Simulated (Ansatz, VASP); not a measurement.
SnGe15 in VASP and in Ansatz

```
Ge Sn
1.0
     0.00000    5.73489    5.73489
     5.73489    0.00000    5.73489
     5.73489    5.73489    0.00000
Ge Sn
15 1
Direct
  0.00017 0.00017 0.00017
  0.00017 0.00017 0.49948
  0.00017 0.49948 0.00017
  0.01341 0.49553 0.49553
  0.49948 0.00017 0.00017
  0.49553 0.01341 0.49553
  0.49553 0.49553 0.01341
  0.49553 0.49553 0.49553
  0.12500 0.12500 0.12500
  0.12523 0.12523 0.62477
  0.12523 0.62477 0.12523
  0.12523 0.62477 0.62477
  0.62477 0.12523 0.12523
  0.62477 0.12523 0.62477
  0.62477 0.62477 0.12523
  0.62500 0.62500 0.62500
```

Alike in both runs: functional PBEsol; k mesh 6 × 6 × 6; occupations gaussian, width 0.1 eV; no spin polarisation.

Ansatz relaxed the structure, and its values are those at the end. VASP's run is a single point on that final structure, the one shown.

|  | VASP | Ansatz |
| --- | --- | --- |
| version | VASP 6.6.1 | Ansatz 0.2.0 |
| potentials or method | VASP PAW PBE potentials, release 64 (Ge_d, Sn_d), cutoff 520 eV | scalar-relativistic, plane waves, PAW |
| valence electrons in the cell | 224 | 224 |

Ansatz gave:

- gap on the k mesh at the Fermi level (eV): none
- pressure (GPa): 0.0

Task: Estimate VASP's values.

Result: gap on the k mesh at the Fermi level (eV): none; pressure (GPa): -0.1.

VASP's potentials were made for PBE, not for PBEsol. A gap of «none» marks a metal or a gap that the smearing closes.
